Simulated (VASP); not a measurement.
# SiC (rocksalt type) (Fm-3m) in VASP: notebook, part 2 of 2

VASP 6.6.1.

### Step 3. Single point, PBE (volume scaled by 0.55)

INCAR

```
ALGO = Normal
EDIFF = 1E-6
ENCUT = 520
GGA = PE
ISIF = 2
ISMEAR = -1
LASPH = T
LCHARG = T
LELF = T
LREAL = F
LVHAR = T
LWAVE = F
NBANDS = 11
NELM = 100
PREC = Accurate
SIGMA = 0.05
```

KPOINTS

```
k-points
0
Gamma
  17 17 17
```

POSCAR

```
SiC
1.0
    0.0000000000      1.6616400994      1.6616400994
    1.6616400994      0.0000000000      1.6616400994
    1.6616400994      1.6616400994      0.0000000000
Si C
1 1
Direct
    0.0000000000      0.0000000000      0.0000000000
    0.5000000000      0.5000000000      0.5000000000
```

Potentials or basis: VASP PAW PBE potentials, release 64 (Si, C).

Launch:

```sh
cat potpaw_PBE.64/Si/POTCAR potpaw_PBE.64/C/POTCAR > POTCAR
mpirun -np 1 vasp_std > vasp.out
```

OUTCAR:

```text
EDIFF = 1E-6
   ENCUT = 520
   GGA = PE
   ISIF = 2
   ISMEAR = -1
   LASPH = T
   LREAL = F
   NELM = 100
   PREC = Accurate

 ion  position               nearest neighbor table
   1  0.000  0.000  0.000-   2 1.66   2 1.66   2 1.66   2 1.66   2 1.66   2 1.66
   2  0.500  0.500  0.500-   1 1.66   1 1.66   1 1.66   1 1.66   1 1.66   1 1.66

  LATTYP: Found a face centered cubic cell.
 ALAT       =     3.3232801988

  Lattice vectors:

 A1 = (   0.0000000000,   1.6616400994,   1.6616400994)
 A2 = (   1.6616400994,   0.0000000000,   1.6616400994)
 A3 = (   1.6616400994,   1.6616400994,   0.0000000000)

Analysis of symmetry for initial positions (statically):
=====================================================================
 Subroutine PRICEL returns:
 Original cell was already a primitive cell.

 Routine SETGRP: Setting up the symmetry group for a
 face centered cubic supercell.

 Subroutine GETGRP returns: Found 48 space group operations
 (whereof 48 operations were pure point group operations)
 out of a pool of 48 trial point group operations.

The static configuration has the point symmetry O_h .

Analysis of symmetry for dynamics (positions and initial velocities):
=====================================================================
 Subroutine PRICEL returns:
 Original cell was already a primitive cell.

 Routine SETGRP: Setting up the symmetry group for a
 face centered cubic supercell.

 Subroutine GETGRP returns: Found 48 space group operations
 (whereof 48 operations were pure point group operations)
 out of a pool of 48 trial point group operations.

The dynamic configuration has the point symmetry O_h .

 Subroutine INISYM returns: Found 48 space group operations
 (whereof 48 operations are pure point group operations),
 and found     1 'primitive' translations

----------------------------------------------------------------------------------------

                                     Primitive cell

  volume of cell :       9.1757

  direct lattice vectors                    reciprocal lattice vectors
     0.000000000  1.661640099  1.661640099    -0.300907519  0.300907519  0.300907519
     1.661640099  0.000000000  1.661640099     0.300907519 -0.300907519  0.300907519
     1.661640099  1.661640099  0.000000000     0.300907519  0.300907519 -0.300907519

  length of vectors
     2.349913964  2.349913964  2.349913964     0.521187112  0.521187112  0.521187112

  position of ions in fractional coordinates (direct lattice)
     0.000000000  0.000000000  0.000000000
     0.500000000  0.500000000  0.500000000

  ion indices of the primitive-cell ions
   primitive index   ion index
                 1           1
                 2           2

----------------------------------------------------------------------------------------

 KPOINTS: k-points

Automatic generation of k-mesh.
 Grid dimensions read from file:
 generate k-points for:   17   17   17

 Generating k-lattice:

  Cartesian coordinates                     Fractional coordinates (reciprocal lattice)
    -0.017700442  0.017700442  0.017700442     0.058823529  0.000000000  0.000000000
     0.017700442 -0.017700442  0.017700442     0.000000000  0.058823529  0.000000000
     0.017700442  0.017700442 -0.017700442     0.000000000  0.000000000  0.058823529

  Length of vectors
     0.030658065  0.030658065  0.030658065

  Shift w.r.t. Gamma in fractional coordinates (k-lattice)
     0.000000000  0.000000000  0.000000000

 Subroutine IBZKPT returns following result:
 ===========================================

 Found    165 irreducible k-points:

 Following reciprocal coordinates:
            Coordinates               Weight
  0.000000  0.000000  0.000000      1.000000
  0.058824  0.000000  0.000000      8.000000
  0.117647  0.000000  0.000000      8.000000
  0.176471  0.000000  0.000000      8.000000
  0.235294  0.000000  0.000000      8.000000
  0.294118  0.000000  0.000000      8.000000
[... 16 lines left out ...]
 -0.176471  0.058824  0.000000     24.000000
 -0.117647  0.058824  0.000000     24.000000
 [... further k-points ...]
   k-points           NKPTS =    165   k-points in BZ     NKDIM =    165   number of bands    NBANDS=     11
   number of dos      NEDOS =    301   number of ions     NIONS =      2
   total plane-waves  NPLWV =   5832
   dimension x,y,z NGX =    18 NGY =   18 NGZ =   18
   dimension x,y,z NGXF=    36 NGYF=   36 NGZF=   36
   ions per type =               1   1
   NGX,Y,Z   is equivalent  to a cutoff of  12.73, 12.73, 12.73 a.u.
   NGXF,Y,Z  is equivalent  to a cutoff of  25.47, 25.47, 25.47 a.u.
 SYSTEM =  unknown system
   PREC   = accura    normal or accurate (medium, high low for compatibility)
   ISTART =      0    job   : 0-new  1-cont  2-samecut
   ICHARG =      2    charge: 1-file 2-atom 10-const
   ISPIN  =      1    spin polarized calculation?
   LNONCOLLINEAR =      F non collinear calculations
   LSORBIT =      F    spin-orbit coupling
   LASPH  =      T    aspherical Exc in radial PAW
   ENCUT  =  520.0 eV  38.22 Ry    6.18 a.u.   4.37  4.37  4.37*2*pi/ulx,y,z
   NELM   =    100;   NELMIN=  2; NELMDL= -5     # of ELM steps
   EDIFF  = 0.1E-05   stopping-criterion for ELM
   LREAL  =      F    real-space projection
   EDIFFG = 0.1E-04   stopping-criterion for IOM
   NSW    =      0    number of steps for IOM
   IBRION =     -1    ionic relax: 0-MD 1-quasi-New 2-CG
   NFREE  =      0    steps in history (QN), initial steepest desc. (CG)
   ISIF   =      2    stress and relaxation
   ISYM   =      2    0-nonsym 1-usesym 2-fastsym
   POTIM  = 0.5000    time-step for ionic-motion
   TEBEG  =    0.0;   TEEND  =   0.0 temperature during run
   PSTRESS=    0.0 pullay stress
   NELECT =       8.0000    total number of electrons
   NUPDOWN=      -1.0000    fix difference up-down
   EMIN   =  10.00;   EMAX   =-10.00  energy-range for DOS
   EFERMI =   0.00;   METHOD = LEGACY
   ISMEAR =    -1;   SIGMA  =   0.05  broadening in eV -4-tet -1-fermi 0-gaus
   EFERMI_NEDOS =   21; number of points for ismear=-14 and -15
   IALGO  =     38    algorithm
   IMIX   =      4    mixing-type and parameters
     AMIX     =   0.40;   BMIX     =  1.00
     AMIX_MAG =   1.60;   BMIX_MAG =  1.00
  volume/ion in A,a.u.               =       4.59        30.96
  Fermi-wavevector in a.u.,A,eV,Ry     =   1.563956  2.955448 33.279284  2.445958
  Thomas-Fermi vector in A             =   2.666651
   LORBIT       =      0    0 simple, 1 ext, 2 COOP (PROOUT), +10 PAW based schemes
   GGA     = PE    functional components
   LHFCALC =     F    Hartree Fock is set to
   AEXX    =    0.0000 exact exchange contribution
   IVDW    =     0    specifies the selected vdW correction
   LEPSILON=     F    determine dielectric tensor
   LRPA    =     F    only Hartree local field effects (RPA)
 non-spin polarized calculation
  energy-cutoff  :      520.00
  volume of cell :        9.18
 maximum number of plane-waves:       263
 NGX is ok and might be reduce to    18
   NGX =  9   NGY =  9   NGZ =  9

 number of electron       8.0000001 magnetization

 Free energy of the ion-electron system (eV)
  ---------------------------------------------------
  ext. energy  EPLUGINS =         0.00000000
  ---------------------------------------------------
  free energy    TOTEN  =        -6.38992588 eV

  energy without entropy =       -6.38922867  energy(sigma->0) =       -6.38957728

 E-fermi :  23.5038     XC(G=0): -15.6007

 val. band max:       23.4798966964   @ k =   0.0588   0.0588   0.0000
 cond. band min:      23.5338493569   @ k =   0.4706   0.4118   0.0000
 fundamental gap:      0.0539526605
 Fermi energy:        23.5037661104

 k-point     1 :       0.0000    0.0000    0.0000
  band No.  band energies     occupation
      1      -2.8984      2.00000
      2      23.8013      0.00519
      3      23.8013      0.00519
      4      23.8014      0.00519
      5      32.6666      0.00000
      6      32.6666      0.00000
      7      32.6666      0.00000
      8      40.7544      0.00000
      9      40.8234      0.00000
     10      40.8234      0.00000
     11      45.1222      0.00000
[... 309 lines left out ...]
 k-point    24 :      -0.1176    0.0588    0.0000
  band No.  band energies     occupation
      1      -2.1248      2.00000
      2      20.4472      2.00000
      3      21.8759      2.00000
      4      23.3068      1.96179
      5      32.3301      0.00000
      6      33.6170      0.00000
      7      35.0807      0.00000
      8      37.8004      0.00000
      9      39.6655      0.00000
     10      44.8633      0.00000
     11      45.9834      0.00000

 [... further k-points ...]
[... 5 lines left out ...]
  --------------------------------------------------------------------------------------
  -------------------------------------------------------------------------------------
  Total       28.6103593     28.6103593     28.6103593      0.0000000      0.0000000     -0.0000000
  in kB     4995.6615229   4995.6615229   4995.6615229      0.0000000      0.0000000     -0.0000000
  external PRESSURE =    4995.6615229 kB  Pullay stress =       0.0000000 kB

 VOLUME and BASIS-vectors are now :
 -----------------------------------------------------------------------------
  energy-cutoff  :      520.00
  volume of cell :        9.18
      direct lattice vectors                 reciprocal lattice vectors
     0.000000000  1.661640099  1.661640099    -0.300907519  0.300907519  0.300907519
     1.661640099  0.000000000  1.661640099     0.300907519 -0.300907519  0.300907519
     1.661640099  1.661640099  0.000000000     0.300907519  0.300907519 -0.300907519

 POSITION                                       TOTAL-FORCE (eV/Angst)
 -----------------------------------------------------------------------------------
      0.00000      0.00000      0.00000        -0.000000     -0.000000      0.000000
      1.66164      1.66164      1.66164         0.000000      0.000000     -0.000000
 -----------------------------------------------------------------------------------
    total drift:                               -0.000000     -0.000000     -0.000000

  FREE ENERGIE OF THE ION-ELECTRON SYSTEM (eV)
  ---------------------------------------------------
  free  energy   TOTEN  =        -6.3899258830 eV

  energy  without entropy=       -6.3892286722  energy(sigma->0) =       -6.38957728
```

Wall time 15 s (1 thread of Intel Xeon Platinum 8259CL at 2.50GHz (Skylake/Cascade Lake), shared host); peak memory 0.12 GiB.

What came out:

- Free energy: -6.3899 eV
- Pressure: 499.6 GPa
- Band gap on the k mesh: zero (band 4 reaches 23.80 eV, above the bottom of band 5 at 22.74 eV)

### Step 4. Single point, PBE (volume scaled by 0.64)

INCAR

```
ALGO     = Normal         # electronic algorithm
EDIFF    = 1E-6           # SCF threshold, eV
ENCUT    = 520            # plane-wave cutoff, eV
GGA      = PE             # functional
ISIF     = 2              # what is computed and relaxed
ISMEAR   = -1             # smearing method
LASPH    = True           # aspherical terms in the spheres
LCHARG   = False          # write CHGCAR
LREAL    = False          # projectors in reciprocal space
LWAVE    = False          # write WAVECAR
NBANDS   = 11             # bands
NELM     = 80             # most SCF steps
PREC     = Accurate       # precision mode
SIGMA    = 0.05           # smearing width, eV
```

KPOINTS is that of step 3.

POSCAR

```
SiC
1.0
    0.0000000000      1.7477369139      1.7477369139
    1.7477369139      0.0000000000      1.7477369139
    1.7477369139      1.7477369139      0.0000000000
Si C
1 1
Direct
    0.0000000000      0.0000000000      0.0000000000
    0.5000000000      0.5000000000      0.5000000000
```

Launch:

```sh
cat potpaw_PBE.64/Si/POTCAR potpaw_PBE.64/C/POTCAR > POTCAR
mpirun -np 1 vasp_std > vasp.out
```

Wall time 13 s (1 thread of Intel Xeon Platinum 8259CL at 2.50GHz (Skylake/Cascade Lake), shared host); peak memory 0.12 GiB.

It converged, with:

* Free energy: -9.9526 eV
* Pressure: 280.7 GPa
* Band gap on the k mesh: 0.07 eV, indirect (least direct gap 6.33 eV)

Levels at points of the mesh, in eV from the valence-band top:
```
           k point  band 2  band 3  band 4  band 5  band 6  band 7
(0.00, 0.00, 0.00)    0.00    0.00    0.00    8.95    8.95    8.95
```

### Step 5. Single point, PBE (volume scaled by 0.64)

INCAR

```
SYSTEM = SiC
  ALGO = Normal
  EDIFF = 1E-7
  ENCUT = 520
  GGA = PE
  ISIF = 2
  ISMEAR = -1
  LASPH = .TRUE.
  LCHARG = .FALSE.
  LREAL = .FALSE.
  LWAVE = .FALSE.
  NBANDS = 11
  NELM = 100
  PREC = Accurate
  SIGMA = 0.05
```

KPOINTS

```
k-points
0
G
  17 17 17
  0 0 0
```

POSCAR is that of step 4.

Potentials or basis: VASP PAW PBE potentials, release 64 (Si, C).

Launch:

```sh
cat potpaw_PBE.64/Si/POTCAR potpaw_PBE.64/C/POTCAR > POTCAR
mpirun -np 1 vasp_std > vasp.out
```

OUTCAR:

```text
SYSTEM = SiC
   EDIFF = 1E-7
   ENCUT = 520
   GGA = PE
   ISIF = 2
   ISMEAR = -1
   LASPH = .TRUE.
   LREAL = .FALSE.
   NELM = 100
   PREC = Accurate

 ion  position               nearest neighbor table
   1  0.000  0.000  0.000-   2 1.75   2 1.75   2 1.75   2 1.75   2 1.75   2 1.75
   2  0.500  0.500  0.500-   1 1.75   1 1.75   1 1.75   1 1.75   1 1.75   1 1.75

  LATTYP: Found a face centered cubic cell.
 ALAT       =     3.4954738278

  Lattice vectors:

 A1 = (   0.0000000000,   1.7477369139,   1.7477369139)
 A2 = (   1.7477369139,   0.0000000000,   1.7477369139)
[... 513 lines left out ...]
      8      32.9938      0.00000
      9      34.9279      0.00000
     10      38.2869      0.00000
     11      39.6337      0.00000

 [... further k-points ...]
[... 5 lines left out ...]
  --------------------------------------------------------------------------------------
  -------------------------------------------------------------------------------------
  Total       18.7059417     18.7059417     18.7059417     -0.0000000     -0.0000000     -0.0000000
  in kB     2806.9326148   2806.9326148   2806.9326148     -0.0000000     -0.0000000     -0.0000000
  external PRESSURE =    2806.9326148 kB  Pullay stress =       0.0000000 kB

 VOLUME and BASIS-vectors are now :
 -----------------------------------------------------------------------------
  energy-cutoff  :      520.00
  volume of cell :       10.68
      direct lattice vectors                 reciprocal lattice vectors
     0.000000000  1.747736914  1.747736914    -0.286084248  0.286084248  0.286084248
     1.747736914  0.000000000  1.747736914     0.286084248 -0.286084248  0.286084248
     1.747736914  1.747736914  0.000000000     0.286084248  0.286084248 -0.286084248

 POSITION                                       TOTAL-FORCE (eV/Angst)
 -----------------------------------------------------------------------------------
      0.00000      0.00000      0.00000        -0.000000     -0.000000      0.000000
      1.74774      1.74774      1.74774         0.000000      0.000000      0.000000
 -----------------------------------------------------------------------------------
    total drift:                               -0.000000     -0.000000     -0.000000

  FREE ENERGIE OF THE ION-ELECTRON SYSTEM (eV)
  ---------------------------------------------------
  free  energy   TOTEN  =        -9.9525744228 eV

  energy  without entropy=       -9.9523473434  energy(sigma->0) =       -9.95246088
```

stdout:

```text
POSCAR found type information on POSCAR SiC
 POSCAR found :  2 types and       2 ions
 scaLAPACK will be used
 LDA part: xc-table for (Slater+PW92), standard interpolation
 POSCAR, INCAR and KPOINTS ok, starting setup
 FFT: planning ... GRIDC
 FFT: planning ... GRID_SOFT
 FFT: planning ... GRID
 WAVECAR not read
 entering main loop
```

Wall time 15 s (1 thread of Intel Xeon Platinum 8259CL at 2.50GHz (Skylake/Cascade Lake), shared host); peak memory 0.13 GiB.

Results:

```
Free energy            : -9.9526 eV
Pressure               : 280.7 GPa
Band gap on the k mesh : 0.07 eV, indirect (least direct gap 6.33 eV)
```

Levels at points of the mesh, in eV from the valence-band top:
| k point | band 1 | band 2 | band 3 | band 4 | band 5 | band 6 | band 7 | band 8 | band 9 |
| --- | --- | --- | --- | --- | --- | --- | --- | --- | --- |
| (0.00, 0.00, 0.00) | -24.36 | 0.00 | 0.00 | 0.00 | 8.95 | 8.95 | 8.95 | 16.16 | 16.16 |
